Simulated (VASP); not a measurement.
Here is a VASP 6.6.1 calculation.

INCAR

```
PREC = Accurate
ENCUT = 500
EDIFF = 1E-6
ISMEAR = 0
SIGMA = 0.2
LREAL = False
LASPH = True
NELM = 120
ALGO = Normal
ISIF = 2
LWAVE = False
LCHARG = True
GGA = PE
LELF = True
LVHAR = True
NBANDS = 42
GGA_COMPAT = False
```

The input KPOINTS:

```
Automatic mesh
0
Gamma
  4 4 3
```

The input POSCAR:

```
NbTe2Mo3
1.0
    5.3862221478      0.0000000000      0.0000000000
   -2.6931110739      4.6646052104      0.0000000000
    0.0000000000      0.0000000000      4.6792498855
Nb Te Mo
1 2 3
Direct
    0.0000000000      0.0000000000      0.0000000000
    0.6666666667      0.3333333333      0.0000000000
    0.3333333333      0.6666666667      0.0000000000
    0.5000000000      0.0000000000      0.5000000000
    0.5000000000      0.5000000000      0.5000000000
    0.0000000000      0.5000000000      0.5000000000
```

Potentials or basis: VASP PAW PBE potentials, release 64 (Nb_sv, Te, Mo_sv).

The run is started by

```console
$ cat potpaw_PBE.64/Nb_sv/POTCAR potpaw_PBE.64/Te/POTCAR potpaw_PBE.64/Mo_sv/POTCAR > POTCAR
$ mpirun -np 1 vasp_std > vasp.out
```

Q: Estimate the band gap on the k mesh.

A: Zero (an odd number of electrons rules out a gap without spin polarisation).

Q: Estimate the pressure.

A: 0.0 GPa.

Stress tensor (GPa, compression positive):
```
 0.13  0.00  0.00
 0.00  0.13  0.00
 0.00  0.00 -0.37
```

Caveat: the k points lie up to 0.45 Å⁻¹ apart, too coarse for converged energies and pressures of a metal; spin-orbit coupling is left out, which moves the levels of the heavy elements.
